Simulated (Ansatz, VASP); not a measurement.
Two plane-wave programs on InSe2

```
In Se
1.0
     4.13941    0.00000    0.00000
     0.00000    4.13941    0.00000
     0.00000    0.00000    9.34051
In Se
2 4
Direct
  0.00000 0.50000 0.70511
  0.50000 0.00000 0.29489
  0.00000 0.50000 0.36699
  0.50000 0.00000 0.63301
  0.00000 0.00000 0.00000
  0.50000 0.50000 0.00000
```

Change from the starting cell: strain +0.080 along x and y, +0.000 along z, atoms carried along.

Alike in both runs: task single point; functional PBEsol; k mesh 12 × 12 × 6; occupations gaussian, width 0.15 eV; no spin polarisation.

|  | VASP | Ansatz |
| --- | --- | --- |
| version | VASP 6.6.1 | Ansatz 0.2.0 |
| potentials or method | VASP PAW PBE potentials, release 64 (In_d, Se), cutoff 520 eV | scalar-relativistic, plane waves, PAW |
| valence electrons in the cell | 50 | 90 |

|  | VASP | Ansatz | Ansatz less VASP |
| --- | --- | --- | --- |
| gap on the k mesh at the Fermi level (eV) | none | none | - |
| pressure (GPa) | -8.3 | -8.3 | -0.02 |
| traceless stress, the component that is largest in VASP (GPa) | 5.05 | 5.06 | +0.007 |
| rms of the force components (eV/Å) | 0.154 | 0.155 | +0.0005 |

VASP's potentials were made for PBE, not for PBEsol. Atom by atom the forces differ by 0.000 eV/Å (rms over components). A gap of «none» marks a metal or a gap that the smearing closes. VASP's potentials hold 50 valence electrons a cell and Ansatz's 90, so a difference there can come from the potentials and not from the codes.
